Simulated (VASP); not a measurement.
# Os (P2_1/m) in VASP: single point with PBE

Aim: the single point of Os with PBE.

Everything below comes from runs of VASP 6.6.1. Logs are shortened: lines on timing, memory, paths and dates and some standing lists are left out, and cuts for length are marked.

### 1 The cell of the first run

Symmetry: P2_1/m, No. 11, monoclinic system. Conventional cell: a = 2.734 Å, b = 4.320 Å, c = 2.734 Å, α = 90.00°, β = 120.00°, γ = 90.00°. Os (site symmetry m) has 12 Os at 2.58 to 2.78 Å within 3.4 Å.

### 2 Single point, PBE (atom 1 (Os) moved by (-0.200, +0.000) A along x and z)

Input file INCAR:

```
ALGO = Fast
EDIFF = 1E-6
ENCUT = 520
GGA = PE
ISIF = 2
ISMEAR = 0
LASPH = True
LCHARG = False
LREAL = False
LWAVE = False
NBANDS = 15
NELM = 100
PREC = Accurate
SIGMA = 0.15
```

Input file KPOINTS:

```
k-points
0
Gamma
  18 18 12
```

Input file POSCAR:

```
Os
1.0
    2.7340999755      0.0000000000      0.0000000000
   -1.3670499878      2.3678000353      0.0000000000
    0.0000000000      0.0000000000      4.3197000000
Os
2
Direct
    0.2601831187      0.6666666667      0.2500000000
    0.6666666667      0.3333333333      0.7500000000
```

Potentials or basis: VASP PAW PBE potentials, release 64 (Os).

Launch:

```bash
> cat potpaw_PBE.64/Os/POTCAR > POTCAR
> mpirun -np 1 vasp_std > vasp.out
```

OUTCAR:

```text
EDIFF = 1E-6
   ENCUT = 520
   GGA = PE
   ISIF = 2
   ISMEAR = 0
   LASPH = True
   LREAL = False
   NELM = 100
   PREC = Accurate

 ion  position               nearest neighbor table
   1  0.260  0.667  0.250-   2 2.58   2 2.58   2 2.68   2 2.68   2 2.78   2 2.78
   2  0.667  0.333  0.750-   1 2.58   1 2.58   1 2.68   1 2.68   1 2.78   1 2.78

  LATTYP: Found a hexagonal cell.
 ALAT       =     2.7340999755
 C/A-ratio  =     1.5799349105

  Lattice vectors:

 A1 = (   2.7340999755,   0.0000000000,   0.0000000000)
 A2 = (  -1.3670499878,   2.3678000353,   0.0000000000)
 A3 = (   0.0000000000,   0.0000000000,   4.3197000000)

Analysis of symmetry for initial positions (statically):
=====================================================================
 Subroutine PRICEL returns:
 Original cell was already a primitive cell.

 Routine SETGRP: Setting up the symmetry group for a
 hexagonal supercell.

 Subroutine GETGRP returns: Found  4 space group operations
 (whereof  1 operations were pure point group operations)
 out of a pool of 24 trial point group operations.

The static configuration has the point symmetry C_1 .
 The point group associated with its full space group is C_2h.

Analysis of symmetry for dynamics (positions and initial velocities):
=====================================================================
 Subroutine PRICEL returns:
 Original cell was already a primitive cell.

 Routine SETGRP: Setting up the symmetry group for a
 hexagonal supercell.

 Subroutine GETGRP returns: Found  4 space group operations
 (whereof  1 operations were pure point group operations)
 out of a pool of 24 trial point group operations.

The dynamic configuration has the point symmetry C_1 .
 The point group associated with its full space group is C_2h.

 Subroutine INISYM returns: Found  4 space group operations
 (whereof  1 operations are pure point group operations),
 and found     1 'primitive' translations

----------------------------------------------------------------------------------------

                                     Primitive cell

  volume of cell :      27.9649

  direct lattice vectors                    reciprocal lattice vectors
     2.734099975  0.000000000  0.000000000     0.365751073  0.211166481  0.000000000
    -1.367049988  2.367800035  0.000000000     0.000000000  0.422332961  0.000000000
     0.000000000  0.000000000  4.319700000     0.000000000  0.000000000  0.231497558

  length of vectors
     2.734099975  2.734099976  4.319700000     0.422332961  0.422332961  0.231497558

  position of ions in fractional coordinates (direct lattice)
     0.260183119  0.666666667  0.250000000
     0.666666667  0.333333333  0.750000000

  ion indices of the primitive-cell ions
   primitive index   ion index
                 1           1
                 2           2

----------------------------------------------------------------------------------------

 KPOINTS: k-points

Automatic generation of k-mesh.
 Grid dimensions read from file:
 generate k-points for:   18   18   12

 Generating k-lattice:

  Cartesian coordinates                     Fractional coordinates (reciprocal lattice)
     0.020319504  0.011731471  0.000000000     0.055555556  0.000000000  0.000000000
     0.000000000  0.023462942  0.000000000     0.000000000  0.055555556  0.000000000
     0.000000000  0.000000000  0.019291463     0.000000000  0.000000000  0.083333333

  Length of vectors
     0.023462942  0.023462942  0.019291463

  Shift w.r.t. Gamma in fractional coordinates (k-lattice)
     0.000000000  0.000000000  0.000000000

 Subroutine IBZKPT returns following result:
 ===========================================

 Found   1148 irreducible k-points:

 Following reciprocal coordinates:
            Coordinates               Weight
  0.000000  0.000000  0.000000      1.000000
  0.055556  0.000000  0.000000      2.000000
  0.000000  0.055556  0.000000      2.000000
 -0.055556  0.055556  0.000000      2.000000
  0.111111  0.000000  0.000000      2.000000
  0.000000  0.111111  0.000000      2.000000
[... 16 lines left out ...]
  0.444444  0.000000  0.000000      2.000000
  0.000000  0.444444  0.000000      2.000000
 [... further k-points ...]
   k-points           NKPTS =   1148   k-points in BZ     NKDIM =   1148   number of bands    NBANDS=     15
   number of dos      NEDOS =    301   number of ions     NIONS =      2
   total plane-waves  NPLWV =  12800
   dimension x,y,z NGX =    20 NGY =   20 NGZ =   32
   dimension x,y,z NGXF=    40 NGYF=   40 NGZF=   64
   ions per type =               2
   NGX,Y,Z   is equivalent  to a cutoff of  12.16, 12.16, 12.32 a.u.
   NGXF,Y,Z  is equivalent  to a cutoff of  24.32, 24.32, 24.63 a.u.
 SYSTEM =  unknown system
   PREC   = accura    normal or accurate (medium, high low for compatibility)
   ISTART =      0    job   : 0-new  1-cont  2-samecut
   ICHARG =      2    charge: 1-file 2-atom 10-const
   ISPIN  =      1    spin polarized calculation?
   LNONCOLLINEAR =      F non collinear calculations
   LSORBIT =      F    spin-orbit coupling
   LASPH  =      T    aspherical Exc in radial PAW
   ENCUT  =  520.0 eV  38.22 Ry    6.18 a.u.   5.08  5.08  8.03*2*pi/ulx,y,z
   NELM   =    100;   NELMIN=  2; NELMDL= -5     # of ELM steps
   EDIFF  = 0.1E-05   stopping-criterion for ELM
   LREAL  =      F    real-space projection
   EDIFFG = 0.1E-04   stopping-criterion for IOM
   NSW    =      0    number of steps for IOM
   IBRION =     -1    ionic relax: 0-MD 1-quasi-New 2-CG
   NFREE  =      0    steps in history (QN), initial steepest desc. (CG)
   ISIF   =      2    stress and relaxation
   ISYM   =      2    0-nonsym 1-usesym 2-fastsym
   POTIM  = 0.5000    time-step for ionic-motion
   TEBEG  =    0.0;   TEEND  =   0.0 temperature during run
   PSTRESS=    0.0 pullay stress
   NELECT =      16.0000    total number of electrons
   NUPDOWN=      -1.0000    fix difference up-down
   EMIN   =  10.00;   EMAX   =-10.00  energy-range for DOS
   EFERMI =   0.00;   METHOD = LEGACY
   ISMEAR =     0;   SIGMA  =   0.15  broadening in eV -4-tet -1-fermi 0-gaus
   EFERMI_NEDOS =   21; number of points for ismear=-14 and -15
   IALGO  =     68    algorithm
   IMIX   =      4    mixing-type and parameters
     AMIX     =   0.40;   BMIX     =  1.00
     AMIX_MAG =   1.60;   BMIX_MAG =  1.00
  volume/ion in A,a.u.               =      13.98        94.36
  Fermi-wavevector in a.u.,A,eV,Ry     =   1.359076  2.568282 25.131162  1.847088
  Thomas-Fermi vector in A             =   2.485855
   LORBIT       =      0    0 simple, 1 ext, 2 COOP (PROOUT), +10 PAW based schemes
   GGA     = PE    functional components
   LHFCALC =     F    Hartree Fock is set to
   AEXX    =    0.0000 exact exchange contribution
   IVDW    =     0    specifies the selected vdW correction
   LEPSILON=     F    determine dielectric tensor
   LRPA    =     F    only Hartree local field effects (RPA)
 non-spin polarized calculation
 RMM-DIIS sequential band-by-band and
 Gauss-broadening in eV      SIGMA  =   0.15
  energy-cutoff  :      520.00
  volume of cell :       27.96
 maximum number of plane-waves:       770
   NGX = 11   NGY = 11   NGZ = 17

 number of electron      15.9999998 magnetization

 Free energy of the ion-electron system (eV)
  ---------------------------------------------------
  ext. energy  EPLUGINS =         0.00000000
  ---------------------------------------------------
  free energy    TOTEN  =       -22.29906500 eV

  energy without entropy =      -22.28529523  energy(sigma->0) =      -22.29218011

 E-fermi :   9.5315     XC(G=0): -14.0557

 val. band max:        9.5290639362   @ k =  -0.1667   0.1111   0.4167
 cond. band min:       9.5316031314   @ k =  -0.1111   0.0556   0.4167
 fundamental gap:      0.0025391952
 Fermi energy:         9.5314935803

 k-point     1 :       0.0000    0.0000    0.0000
  band No.  band energies     occupation
      1      -1.4681      2.00000
      2       1.6925      2.00000
      3       6.2200      2.00000
      4       6.2997      2.00000
      5       6.6331      2.00000
      6       7.1983      2.00000
      7       7.3040      2.00000
      8       7.6888      2.00000
      9       8.7398      2.00000
     10       9.5141      1.12996
     11      10.2564      0.00000
     12      11.9556      0.00000
     13      18.6632      0.00000
     14      23.4268      0.00000
     15      26.2073      0.00000

 k-point     2 :       0.0556    0.0000    0.0000
  band No.  band energies     occupation
      1      -1.3412      2.00000
      2       1.8128      2.00000
      3       5.9454      2.00000
      4       6.4894      2.00000
      5       6.7305      2.00000
      6       7.2055      2.00000
      7       7.2973      2.00000
      8       7.6711      2.00000
      9       8.5735      2.00000
     10       8.9732      2.00000
     11      10.4619      0.00000
     12      12.5586      0.00000
     13      18.6424      0.00000
     14      23.6632      0.00000
     15      26.4087      0.00000

 k-point     3 :       0.0000    0.0556    0.0000
  band No.  band energies     occupation
      1      -1.3424      2.00000
      2       1.8062      2.00000
      3       6.0072      2.00000
      4       6.4782      2.00000
      5       6.7180      2.00000
      6       7.1758      2.00000
      7       7.1971      2.00000
      8       7.7590      2.00000
      9       8.5977      2.00000
     10       8.8400      2.00000
     11      10.7303      0.00000
     12      12.3996      0.00000
     13      18.6490      0.00000
     14      23.6855      0.00000
     15      26.3713      0.00000
[... 343 lines left out ...]
 k-point    23 :       0.4444    0.0000    0.0000
  band No.  band energies     occupation
      1       2.3545      2.00000
      2       2.8063      2.00000
      3       3.5843      2.00000
      4       5.9274      2.00000
      5       6.0774      2.00000
      6       6.2085      2.00000
      7       7.3320      2.00000
      8      11.1643      0.00000
      9      11.9204      0.00000
     10      11.9779      0.00000
     11      12.8896      0.00000
     12      16.4038      0.00000
     13      18.8178      0.00000
     14      21.7209      0.00000
     15      22.4160      0.00000

 k-point    24 :       0.0000    0.4444    0.0000
  band No.  band energies     occupation
      1       2.3273      2.00000
      2       2.4931      2.00000
      3       3.1259      2.00000
      4       6.1504      2.00000
      5       6.3651      2.00000
      6       6.9474      2.00000
      7       7.2679      2.00000
      8      11.3134      0.00000
      9      11.7035      0.00000
     10      11.8059      0.00000
     11      12.7703      0.00000
     12      16.5268      0.00000
     13      18.4047      0.00000
     14      21.0748      0.00000
     15      22.0879      0.00000

 [... further k-points ...]

------------------------ aborting loop because EDIFF is reached ----------------------------------------

  FORCE on cell =-STRESS in cart. coord.  units (eV):
  Direction    XX          YY          ZZ          XY          YZ          ZX
  --------------------------------------------------------------------------------------
  -------------------------------------------------------------------------------------
  Total        1.5817733      1.6989741      2.6439681      0.6150319      0.0000000      0.0000000
  in kB       90.6237085     97.3384323    151.4794773     35.2366979      0.0000000      0.0000000
  external PRESSURE =     113.1472060 kB  Pullay stress =       0.0000000 kB

 VOLUME and BASIS-vectors are now :
 -----------------------------------------------------------------------------
  energy-cutoff  :      520.00
  volume of cell :       27.96
      direct lattice vectors                 reciprocal lattice vectors
     2.734099975  0.000000000  0.000000000     0.365751073  0.211166481  0.000000000
    -1.367049988  2.367800035  0.000000000     0.000000000  0.422332961  0.000000000
     0.000000000  0.000000000  4.319700000     0.000000000  0.000000000  0.231497558

 POSITION                                       TOTAL-FORCE (eV/Angst)
 -----------------------------------------------------------------------------------
     -0.20000      1.57853      1.07993         1.890687     -0.131317     -0.000000
      1.36705      0.78927      3.23977        -1.890687      0.131317      0.000000
 -----------------------------------------------------------------------------------
    total drift:                               -0.000000     -0.000000     -0.000000

  FREE ENERGIE OF THE ION-ELECTRON SYSTEM (eV)
  ---------------------------------------------------
  free  energy   TOTEN  =       -22.2990649971 eV

  energy  without entropy=      -22.2852952269  energy(sigma->0) =      -22.29218011
```

Run time: 2.6 min. Hardware: 1 thread of Intel Xeon 6975P-C (Granite Rapids), shared host; peak memory 0.49 GiB.

Results:

```yaml
Free_energy: -22.2991 eV
Pressure: 11.3 GPa
Largest_force: 1.895 eV/Å
Band_gap_on_the_k_mesh: zero (bands 8 and 9 overlap by 3.97 eV)
```

Forces on the atoms (eV/Å):
```
Os   1.891 -0.131  0.000
Os  -1.891  0.131  0.000
```

Caveat: the cell differs from its parent crystal (atom 1 (Os) moved by (-0.200, +0.000) A along x and z); the cell stands under pressure; spin-orbit coupling is left out, which moves the levels of the heavy elements; forces of over 1 eV/Å act on the atoms, so gaps and moduli don't describe the material at rest.
